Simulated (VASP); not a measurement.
Runs of VASP 6.6.1 on B. The structure is that of space group P4/mmm (No. 123), or close to it. The cells are those of the table. 

| task | level | potentials or basis | cell | k mesh | cutoff (eV) | smearing | grid for exact exchange (PRECFOCK) | screening parameter | share of exact exchange | gap on the mesh (eV) | pressure (GPa) |
| --- | --- | --- | --- | --- | --- | --- | --- | --- | --- | --- | --- |
| single point | B3LYP | VASP PAW PBE potentials, release 64 (B) | a = 2.314, b = 2.314, c = 1.564 Å, 1 atom | 6 × 6 × 8 | 520 | fermi-dirac 0.05 eV | Normal | - | - | none | (a) |
| single point | PBE | VASP PAW PBE potentials, release 64 (B) | a = 2.346, b = 2.346, c = 1.586 Å, 1 atom | 11 × 11 × 16 | 520 | fermi-dirac 0.05 eV | - | - | - | none | (b) |
| single point | HSE06 | VASP PAW PBE potentials, release 64 (B) | a = 2.346, b = 2.346, c = 1.586 Å, 1 atom | 6 × 6 × 8 | 520 | fermi-dirac 0.1 eV | Normal | 0.2079 1/Å | - | none | -1.0 |
| electric field gradients | PBE | VASP PAW PBE potentials, release 64 (B) | a = 2.346, b = 2.346, c = 1.586 Å, 1 atom | 11 × 11 × 16 | 420 | fermi-dirac 0.05 eV | - | - | - | none | -0.3 |
| single point | B3LYP | VASP PAW PBE potentials, release 64 (B) | a = 2.377, b = 2.377, c = 1.607 Å, 1 atom | 6 × 6 × 8 | 520 | fermi-dirac 0.05 eV | Normal | - | - | none | -4.5 |
| relaxation of cell and atoms | revPBE | VASP PAW PBE potentials, release 64 (B) | relaxed from a = 2.346, b = 2.346, c = 1.586 Å, 1 atom | 11 × 11 × 16 | 600 | fermi-dirac 0.05 eV | - | - | - | none | 0.1 |
| single point | LDA | VASP PAW LDA potentials, release 64 (B) | a = 2.278, b = 2.278, c = 1.576 Å, 1 atom | 11 × 11 × 16 | 520 | fermi-dirac 0.05 eV | - | - | - | none | 0.0 |
| single point | PBE-based screened hybrid | VASP PAW PBE potentials, release 64 (B) | a = 2.346, b = 2.346, c = 1.586 Å, 1 atom | 6 × 6 × 8 | 520 | fermi-dirac 0.05 eV | Normal | 0.2 1/Å | 0.15 | none | -0.7 |
| single point | PBE | VASP PAW PBE potentials, release 64 (B) | a = 2.314, b = 2.314, c = 1.564 Å, 1 atom | 11 × 11 × 16 | 500 | fermi-dirac 0.05 eV | - | - | - | none | 7.0 |
| single point | B3LYP | VASP PAW PBE potentials, release 64 (B) | a = 2.497, b = 2.497, c = 1.570 Å, 1 atom | 6 × 6 × 8 | 520 | fermi-dirac 0.05 eV | Normal | - | - | none | -0.3 |
| single point | PBE | VASP PAW PBE potentials, release 64 (B) | a = 2.314, b = 2.314, c = 1.564 Å, 1 atom | 11 × 11 × 16 | 520 | fermi-dirac 0.05 eV | - | - | - | none | 7.0 |

Alike in all rows: no spin polarisation.

Q: Estimate the missing entries.

A: (a) 8.6; (b) -0.4.

Caveats: some runs use coarse meshes; the PAW data sets were made with another functional, which shifts forces and pressure a little (some runs).

A gap of «none» marks levels without a gap at the run's occupations.
